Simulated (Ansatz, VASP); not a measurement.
## TiAl3 in VASP and in Ansatz

```xyz
4
Lattice="2.7537 0.0000 0.0000 0.0000 4.6318 0.0000 0.0000 0.0000 4.8500" Properties=species:S:1:pos:R:3 pbc="T T T"
Ti    0.0000    2.3159    0.7904
Al    1.3768    2.3159    3.2195
Al    1.3768    0.0000    1.6142
Al    0.0000    0.0000    4.0759
```

Alike in both runs: functional LDA; k mesh 14 × 10 × 10; occupations gaussian, width 0.1 eV; no spin polarisation.

Ansatz relaxed the structure, and its values are those at the end. VASP's run is a single point on that final structure, the one shown.

|  | VASP | Ansatz |
| --- | --- | --- |
| version | VASP 6.6.1 | Ansatz 0.2.0 |
| potentials or method | VASP PAW LDA potentials, release 64 (Ti_sv, Al), cutoff 520 eV | scalar-relativistic, plane waves, PAW |
| valence electrons in the cell | 21 | 21 |

Ansatz gave:

| Property | Result |
| --- | --- |
| gap on the k mesh at the Fermi level (eV) | none |
| pressure (GPa) | 0.0 |

Task: Which values does VASP return?

Result: gap on the k mesh at the Fermi level (eV): none; pressure (GPa): 0.1.

LDA's correlation is that of Perdew and Zunger in VASP and of Perdew and Wang (1992) in Ansatz. A gap of «none» marks a metal or a gap that the smearing closes.
